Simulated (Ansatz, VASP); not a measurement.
Cu: VASP beside Ansatz

```
Cu
1.0
    -1.41553    1.41553    1.41553
     1.41553   -1.41553    1.41553
     1.41553    1.41553   -1.41553
Cu
1
Direct
  0.00000 0.00000 0.00000
```

Alike in both runs: functional PBEsol; k mesh 10 × 10 × 10; occupations gaussian, width 0.1 eV; no spin polarisation.

Ansatz relaxed the structure, and its values are those at the end. VASP's run is a single point on that final structure, the one shown.

|  | VASP | Ansatz |
| --- | --- | --- |
| version | VASP 6.6.1 | Ansatz 0.2.0 |
| potentials or method | VASP PAW PBE potentials, release 64 (Cu), cutoff 520 eV | scalar-relativistic, plane waves, PAW |
| valence electrons in the cell | 11 | 19 |

Ansatz gave:

- gap on the k mesh at the Fermi level (eV): none
- pressure (GPa): 0.0

**Question.** Which values does VASP return?

**Answer.** gap on the k mesh at the Fermi level (eV): none; pressure (GPa): 0.7.

VASP's potentials were made for PBE, not for PBEsol. A gap of «none» marks a metal or a gap that the smearing closes. VASP's potentials hold 11 valence electrons a cell and Ansatz's 19, so a difference there can come from the potentials and not from the codes.
